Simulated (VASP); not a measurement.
# Si2W (I4/mmm) in VASP: notebook

Si2W is run at these levels: r2SCAN; tasks: single point.

Program: VASP 6.6.1. These are calculated values, not measurements. Logs are shortened: lines on timing, memory, paths and dates and some standing lists are left out, and cuts for length are marked.

## Step 1: The cell of the first run

Symmetry: I4/mmm, No. 139, tetragonal system. The conventional cell has a = 3.140 Å, b = 3.140 Å, c = 7.673 Å, α = 90.00°, β = 90.00°, γ = 90.00°. Si (site symmetry 4mm) has 9 Si at 2.55 to 3.14 Å and 5 W at 2.56 Å within 3.4 Å. Within 3.4 Å of W (site symmetry 4/mmm) lie 10 Si at 2.56 Å and 4 W at 3.14 Å.

## Step 2: Single point, r2SCAN (12.61 Å³/atom)

File POSCAR:

```
Si2W
1.0
   -1.5700002747      1.5700002747      3.8366752605
    1.5700002747     -1.5700002747      3.8366752605
    1.5700002747      1.5700002747     -3.8366752605
Si W
2 1
Direct
    0.3338559242      0.3338559242      0.0000000000
    0.6661440758      0.6661440758      0.0000000000
    0.0000000000      0.0000000000      0.0000000000
```

File INCAR.step1:

```
SYSTEM = Si2W
  PREC = Accurate
  ENCUT = 520
  ISMEAR = 0
  SIGMA = 0.1
  LREAL = .FALSE.
  LASPH = .TRUE.
  NELM = 80
  NBANDS = 18
  GGA = PE
  ALGO = Normal
  EDIFF = 1E-4
  LWAVE = .TRUE.
  LCHARG = .FALSE.
```

File INCAR.step2:

```
SYSTEM = Si2W
  PREC = Accurate
  ENCUT = 520
  EDIFF = 1E-7
  ISMEAR = 0
  SIGMA = 0.1
  LREAL = .FALSE.
  LASPH = .TRUE.
  NELM = 80
  ALGO = Normal
  ISIF = 2
  LWAVE = .FALSE.
  LCHARG = .FALSE.
  METAGGA = R2SCAN
  LMIXTAU = .TRUE.
  NBANDS = 18
  ISTART = 1
```

File KPOINTS:

```
regular mesh
0
G
  18 18 18
  0 0 0
```

Potentials or basis: VASP PAW PBE potentials, release 64 (Si, W_sv).

Launch:

```
cat potpaw_PBE.64/Si/POTCAR potpaw_PBE.64/W_sv/POTCAR > POTCAR
cp INCAR.step1 INCAR
mpirun -np 1 vasp_std > vasp.out
cp INCAR.step2 INCAR
mpirun -np 1 vasp_std > vasp.out
```

OUTCAR:

```text
SYSTEM = Si2W
   PREC = Accurate
   ENCUT = 520
   EDIFF = 1E-7
   ISMEAR = 0
   LREAL = .FALSE.
   LASPH = .TRUE.
   NELM = 80
   ISIF = 2
   METAGGA = R2SCAN
   ISTART = 1

 ion  position               nearest neighbor table
   1  0.334  0.334  0.000-   2 2.55   3 2.56   3 2.56   3 2.56   3 2.56   3 2.56   2 2.57   2 2.57
                             2 2.57   2 2.57
   2  0.666  0.666  0.000-   1 2.55   3 2.56   3 2.56   3 2.56   3 2.56   3 2.56   1 2.57   1 2.57
                             1 2.57   1 2.57
   3  0.000  0.000  0.000-   2 2.56   2 2.56   2 2.56   1 2.56   2 2.56   1 2.56   1 2.56   1 2.56
                             1 2.56   2 2.56

  LATTYP: Found a body centered tetragonal cell.
 ALAT       =     3.1400005494
 C/A-ratio  =     2.4437417766

  Lattice vectors:

 A1 = (  -1.5700002747,   1.5700002747,   3.8366752605)
 A2 = (   1.5700002747,  -1.5700002747,   3.8366752605)
 A3 = (   1.5700002747,   1.5700002747,  -3.8366752605)

Analysis of symmetry for initial positions (statically):
=====================================================================
 Subroutine PRICEL returns:
 Original cell was already a primitive cell.

 Routine SETGRP: Setting up the symmetry group for a
 body centered tetragonal supercell.

 Subroutine GETGRP returns: Found 16 space group operations
 (whereof 16 operations were pure point group operations)
 out of a pool of 16 trial point group operations.

The static configuration has the point symmetry D_4h.

Analysis of symmetry for dynamics (positions and initial velocities):
=====================================================================
 Subroutine PRICEL returns:
 Original cell was already a primitive cell.

 Routine SETGRP: Setting up the symmetry group for a
 body centered tetragonal supercell.

 Subroutine GETGRP returns: Found 16 space group operations
 (whereof 16 operations were pure point group operations)
 out of a pool of 16 trial point group operations.

The dynamic configuration has the point symmetry D_4h.

 Subroutine INISYM returns: Found 16 space group operations
 (whereof 16 operations are pure point group operations),
 and found     1 'primitive' translations

----------------------------------------------------------------------------------------

                                     Primitive cell

  volume of cell :      37.8281

  direct lattice vectors                    reciprocal lattice vectors
    -1.570000275  1.570000275  3.836675260     0.000000000  0.318471282  0.130321168
     1.570000275 -1.570000275  3.836675260     0.318471282  0.000000000  0.130321168
     1.570000275  1.570000275 -3.836675260     0.318471282  0.318471282  0.000000000

  length of vectors
     4.432818379  4.432818379  4.432818379     0.344104002  0.344104002  0.450386406

  position of ions in fractional coordinates (direct lattice)
     0.333855924  0.333855924  0.000000000
     0.666144076  0.666144076  0.000000000
     0.000000000  0.000000000  0.000000000

  ion indices of the primitive-cell ions
   primitive index   ion index
                 1           1
                 2           2
                 3           3

----------------------------------------------------------------------------------------

 KPOINTS: regular mesh

Automatic generation of k-mesh.
 Grid dimensions read from file:
 generate k-points for:   18   18   18

 Generating k-lattice:

  Cartesian coordinates                     Fractional coordinates (reciprocal lattice)
     0.000000000  0.017692849  0.007240065     0.055555556  0.000000000 -0.000000000
     0.017692849  0.000000000  0.007240065     0.000000000  0.055555556 -0.000000000
     0.017692849  0.017692849  0.000000000     0.000000000  0.000000000  0.055555556

  Length of vectors
     0.019116889  0.019116889  0.025021467

  Shift w.r.t. Gamma in fractional coordinates (k-lattice)
     0.000000000  0.000000000  0.000000000

 Subroutine IBZKPT returns following result:
 ===========================================

 Found    480 irreducible k-points:

 Following reciprocal coordinates:
            Coordinates               Weight
  0.000000  0.000000  0.000000      1.000000
  0.055556 -0.000000  0.000000      8.000000
  0.111111 -0.000000  0.000000      8.000000
  0.166667 -0.000000  0.000000      8.000000
  0.222222 -0.000000  0.000000      8.000000
  0.277778  0.000000 -0.000000      8.000000
[... 16 lines left out ...]
 -0.277778  0.055556  0.000000     16.000000
 -0.222222  0.055556  0.000000     16.000000
 [... further k-points ...]
   k-points           NKPTS =    480   k-points in BZ     NKDIM =    480   number of bands    NBANDS=     18
   number of dos      NEDOS =    301   number of ions     NIONS =      3
   total plane-waves  NPLWV =  46656
   dimension x,y,z NGX =    36 NGY =   36 NGZ =   36
   dimension x,y,z NGXF=    72 NGYF=   72 NGZF=   72
   ions per type =               2   1
   NGX,Y,Z   is equivalent  to a cutoff of  13.50, 13.50, 13.50 a.u.
   NGXF,Y,Z  is equivalent  to a cutoff of  27.00, 27.00, 27.00 a.u.
 SYSTEM =  Si2W
   PREC   = accura    normal or accurate (medium, high low for compatibility)
   ISTART =      1    job   : 0-new  1-cont  2-samecut
   ICHARG =      0    charge: 1-file 2-atom 10-const
   ISPIN  =      1    spin polarized calculation?
   LNONCOLLINEAR =      F non collinear calculations
   LSORBIT =      F    spin-orbit coupling
   LASPH  =      T    aspherical Exc in radial PAW
   ENCUT  =  520.0 eV  38.22 Ry    6.18 a.u.   8.24  8.24  8.24*2*pi/ulx,y,z
   NELM   =     80;   NELMIN=  2; NELMDL=  0     # of ELM steps
   EDIFF  = 0.1E-06   stopping-criterion for ELM
   LREAL  =      F    real-space projection
   EDIFFG = 0.1E-05   stopping-criterion for IOM
   NSW    =      0    number of steps for IOM
   IBRION =     -1    ionic relax: 0-MD 1-quasi-New 2-CG
   NFREE  =      0    steps in history (QN), initial steepest desc. (CG)
   ISIF   =      2    stress and relaxation
   ISYM   =      2    0-nonsym 1-usesym 2-fastsym
   POTIM  = 0.5000    time-step for ionic-motion
   TEBEG  =    0.0;   TEEND  =   0.0 temperature during run
   PSTRESS=    0.0 pullay stress
   NELECT =      22.0000    total number of electrons
   NUPDOWN=      -1.0000    fix difference up-down
   EMIN   =  10.00;   EMAX   =-10.00  energy-range for DOS
   EFERMI =   0.00;   METHOD = LEGACY
   ISMEAR =     0;   SIGMA  =   0.10  broadening in eV -4-tet -1-fermi 0-gaus
   EFERMI_NEDOS =   21; number of points for ismear=-14 and -15
   IALGO  =     38    algorithm
   IMIX   =      4    mixing-type and parameters
     AMIX     =   0.40;   BMIX     =  1.00
     AMIX_MAG =   1.60;   BMIX_MAG =  1.00
  volume/ion in A,a.u.               =      12.61        85.09
  Fermi-wavevector in a.u.,A,eV,Ry     =   1.366504  2.582318 25.406609  1.867333
  Thomas-Fermi vector in A             =   2.492639
   LORBIT       =      0    0 simple, 1 ext, 2 COOP (PROOUT), +10 PAW based schemes
   METAGGA = R2SCAN    functional components
   LHFCALC =     F    Hartree Fock is set to
   AEXX    =    0.0000 exact exchange contribution
   IVDW    =     0    specifies the selected vdW correction
   LEPSILON=     F    determine dielectric tensor
   LRPA    =     F    only Hartree local field effects (RPA)
 non-spin polarized calculation
 Gauss-broadening in eV      SIGMA  =   0.10
  energy-cutoff  :      520.00
  volume of cell :       37.83
 maximum number of plane-waves:      1036
 NGX is ok and might be reduce to    36
   NGX = 17   NGY = 17   NGZ = 17

 number of electron      22.0000001 magnetization

 Free energy of the ion-electron system (eV)
  ---------------------------------------------------
  ext. energy  EPLUGINS =         0.00000000
  ---------------------------------------------------
  free energy    TOTEN  =       -69.69365277 eV

  energy without entropy =      -69.69291794  energy(sigma->0) =      -69.69328536

 E-fermi :  12.9306     XC(G=0): -13.8626

 val. band max:       12.9176930986   @ k =  -0.3889   0.5000   0.3333
 cond. band min:      12.9650900716   @ k =  -0.3889  -0.4444   0.3889
 fundamental gap:      0.0473969730
 Fermi energy:        12.9305564135

 k-point     1 :       0.0000    0.0000    0.0000
  band No.  band energies     occupation
      1     -62.6897      2.00000
      2     -26.4020      2.00000
      3     -26.3186      2.00000
      4     -26.3186      2.00000
      5      -2.5483      2.00000
      6       5.2143      2.00000
[... 10 lines left out ...]
     17      19.3215      0.00000
     18      19.3215      0.00000

 k-point     2 :       0.0556   -0.0000    0.0000
  band No.  band energies     occupation
      1     -62.6894      2.00000
      2     -26.4013      2.00000
      3     -26.3282      2.00000
      4     -26.3178      2.00000
      5      -2.4818      2.00000
      6       5.2290      2.00000
[... 10 lines left out ...]
     17      19.3262      0.00000
     18      19.5645      0.00000

 k-point     3 :       0.1111   -0.0000    0.0000
  band No.  band energies     occupation
      1     -62.6883      2.00000
      2     -26.3992      2.00000
      3     -26.3558      2.00000
      4     -26.3152      2.00000
      5      -2.2839      2.00000
      6       5.2635      2.00000
[... 10 lines left out ...]
     17      19.3926      0.00000
     18      20.1508      0.00000

 k-point     4 :       0.1667   -0.0000    0.0000
  band No.  band energies     occupation
      1     -62.6866      2.00000
      2     -26.3988      2.00000
      3     -26.3949      2.00000
      4     -26.3113      2.00000
      5      -1.9596      2.00000
      6       5.2818      2.00000
[... 10 lines left out ...]
     17      19.7300      0.00000
     18      20.9360      0.00000

 k-point     5 :       0.2222   -0.0000    0.0000
  band No.  band energies     occupation
      1     -62.6845      2.00000
      2     -26.4489      2.00000
      3     -26.3920      2.00000
      4     -26.3065      2.00000
      5      -1.5169      2.00000
      6       5.1993      2.00000
[... 10 lines left out ...]
     17      20.4585      0.00000
     18      21.8616      0.00000

 k-point     6 :       0.2778    0.0000   -0.0000
  band No.  band energies     occupation
      1     -62.6823      2.00000
      2     -26.5026      2.00000
      3     -26.3879      2.00000
      4     -26.3013      2.00000
      5      -0.9666      2.00000
      6       4.8903      2.00000
[... 10 lines left out ...]
     17      21.1316      0.00000
     18      22.4398      0.00000

 k-point     7 :       0.3333   -0.0000    0.0000
  band No.  band energies     occupation
      1     -62.6803      2.00000
      2     -26.5528      2.00000
      3     -26.3839      2.00000
      4     -26.2965      2.00000
      5      -0.3223      2.00000
      6       4.3373      2.00000
[... 10 lines left out ...]
     17      21.0287      0.00000
     18      22.7717      0.00000

 k-point     8 :       0.3889    0.0000    0.0000
  band No.  band energies     occupation
      1     -62.6786      2.00000
      2     -26.5933      2.00000
      3     -26.3807      2.00000
      4     -26.2925      2.00000
      5       0.3983      2.00000
      6       3.6360      2.00000
[... 10 lines left out ...]
     17      20.7020      0.00000
     18      21.7591      0.00000
[... 229 lines left out ...]
     17      20.6630      0.00000
     18      20.8389      0.00000

 k-point    20 :      -0.4444    0.0556   -0.0000
  band No.  band energies     occupation
      1     -62.6772      2.00000
      2     -26.6182      2.00000
      3     -26.3771      2.00000
      4     -26.2990      2.00000
      5       1.1170      2.00000
      6       2.9747      2.00000
[... 10 lines left out ...]
     17      20.6887      0.00000
     18      21.4714      0.00000

 k-point    21 :      -0.3889    0.0556    0.0000
  band No.  band energies     occupation
      1     -62.6782      2.00000
      2     -26.5919      2.00000
      3     -26.3789      2.00000
      4     -26.3016      2.00000
      5       0.3474      2.00000
      6       3.7502      2.00000
[... 10 lines left out ...]
     17      20.8602      0.00000
     18      22.4910      0.00000

 k-point    22 :      -0.3333    0.0556    0.0000
  band No.  band energies     occupation
      1     -62.6799      2.00000
      2     -26.5514      2.00000
      3     -26.3819      2.00000
      4     -26.3055      2.00000
      5      -0.3647      2.00000
      6       4.4840      2.00000
[... 10 lines left out ...]
     17      21.1104      0.00000
     18      22.0530      0.00000

 k-point    23 :      -0.2778    0.0556    0.0000
  band No.  band energies     occupation
      1     -62.6820      2.00000
      2     -26.5013      2.00000
      3     -26.3858      2.00000
      4     -26.3105      2.00000
      5      -0.9955      2.00000
      6       5.1142      2.00000
[... 10 lines left out ...]
     17      20.9018      0.00000
     18      21.7628      0.00000

 k-point    24 :      -0.2222    0.0556    0.0000
  band No.  band energies     occupation
      1     -62.6842      2.00000
      2     -26.4476      2.00000
      3     -26.3900      2.00000
      4     -26.3157      2.00000
      5      -1.5292      2.00000
      6       5.4803      2.00000
[... 10 lines left out ...]
     17      20.0812      0.00000
     18      21.9098      0.00000

 [... further k-points ...]

------------------------ aborting loop because EDIFF is reached ----------------------------------------

  FORCE on cell =-STRESS in cart. coord.  units (eV):
  Direction    XX          YY          ZZ          XY          YZ          ZX
  --------------------------------------------------------------------------------------
  -------------------------------------------------------------------------------------
  Total        4.0028275      4.0028275      3.9001158      0.0000000      0.0000000     -0.0000000
  in kB      169.5364047    169.5364047    165.1861344      0.0000000      0.0000000     -0.0000000
  external PRESSURE =     168.0863146 kB  Pullay stress =       0.0000000 kB

 VOLUME and BASIS-vectors are now :
 -----------------------------------------------------------------------------
  energy-cutoff  :      520.00
  volume of cell :       37.83
      direct lattice vectors                 reciprocal lattice vectors
    -1.570000275  1.570000275  3.836675260     0.000000000  0.318471282  0.130321168
     1.570000275 -1.570000275  3.836675260     0.318471282  0.000000000  0.130321168
     1.570000275  1.570000275 -3.836675260     0.318471282  0.318471282  0.000000000

 POSITION                                       TOTAL-FORCE (eV/Angst)
 -----------------------------------------------------------------------------------
      0.00000      0.00000      2.56179        -0.000000     -0.000000     -0.018808
      0.00000      0.00000      5.11156         0.000000      0.000000      0.018808
      0.00000      0.00000      0.00000        -0.000000     -0.000000     -0.000000
 -----------------------------------------------------------------------------------
    total drift:                               -0.000000     -0.000000     -0.000000

  FREE ENERGIE OF THE ION-ELECTRON SYSTEM (eV)
  ---------------------------------------------------
  free  energy   TOTEN  =       -69.6936527742 eV

  energy  without entropy=      -69.6929179448  energy(sigma->0) =      -69.69328536
```

It took 36 min on 1 thread of Intel Xeon Platinum 8375C at 2.90GHz (Ice Lake), shared host; peak memory 0.46 GiB.

What came out:

| Quantity | Value |
| --- | --- |
| Free energy | -69.6937 eV |
| Pressure | 16.8 GPa |
| Largest force | 0.019 eV/Å |
| Band gap on the k mesh | zero (bands 11 and 12 overlap by 1.47 eV) |

Forces on the atoms (eV/Å):
```
Si   0.000  0.000 -0.019
Si   0.000  0.000  0.019
W    0.000  0.000  0.000
```

Levels at points of the mesh, in eV from the Fermi level:
```tsv
k point	band 8	band 9	band 10	band 11	band 12	band 13	band 14	band 15
(0.00, 0.00, 0.00)	-3.76	-3.26	-3.26	0.68	2.82	3.46	3.46	3.46
(0.50, 0.00, 0.00)	-5.44	-3.17	-3.17	-0.59	3.03	3.30	4.29	5.30
(0.50, 0.50, 0.00)	-5.71	-5.63	-3.80	-1.98	3.23	3.60	3.76	4.31
(0.50, 0.50, 0.50)	-2.94	-0.96	-0.96	-0.60	-0.60	0.89	5.06	6.38
```

Caveat: the cell stands under pressure; the PAW data sets were made with another functional, which shifts forces and pressure a little; spin-orbit coupling is left out, which moves the levels of the heavy elements.

(Continued in part 2 of 2.)

The gap in the log of VASP goes by the Fermi energy; the results here count the filled bands.